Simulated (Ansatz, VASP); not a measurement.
**One calculation of NaS6, two programs**

```
CELL_PARAMETERS angstrom
6.94520 0.00000 0.00000
-3.47260 6.01472 0.00000
0.00000 0.00000 4.54762
ATOMIC_POSITIONS crystal
Na 0.00000 0.00000 0.00000
S 0.81869 0.63737 0.50000
S 0.36263 0.18131 0.50000
S 0.81869 0.18131 0.50000
S 0.18131 0.36263 0.50000
S 0.63737 0.81869 0.50000
S 0.18131 0.81869 0.50000
```

Alike in both runs: functional PBE; k mesh 3 × 3 × 4; occupations gaussian, width 0.1 eV; no spin polarisation.

Ansatz relaxed the structure, and its values are those at the end. VASP's run is a single point on that final structure, the one shown.

|  | VASP | Ansatz |
| --- | --- | --- |
| version | VASP 6.6.1 | Ansatz 0.2.0 |
| potentials or method | VASP PAW PBE potentials, release 64 (Na_pv, S), cutoff 520 eV | scalar-relativistic, plane waves, PAW |
| valence electrons in the cell | 43 | 45 |

VASP gave:

```
gap on the k mesh at the Fermi level (eV) : none
pressure (GPa)                            : -0.3
rms of the force components (eV/Å)        : 0.022
```

Question: Which values does Ansatz return?

Answer: gap on the k mesh at the Fermi level (eV): none; pressure (GPa): -0.1; rms of the force components (eV/Å): 0.006.

A gap of «none» marks a metal or a gap that the smearing closes. VASP's potentials hold 43 valence electrons a cell and Ansatz's 45, so a difference there can come from the potentials and not from the codes.
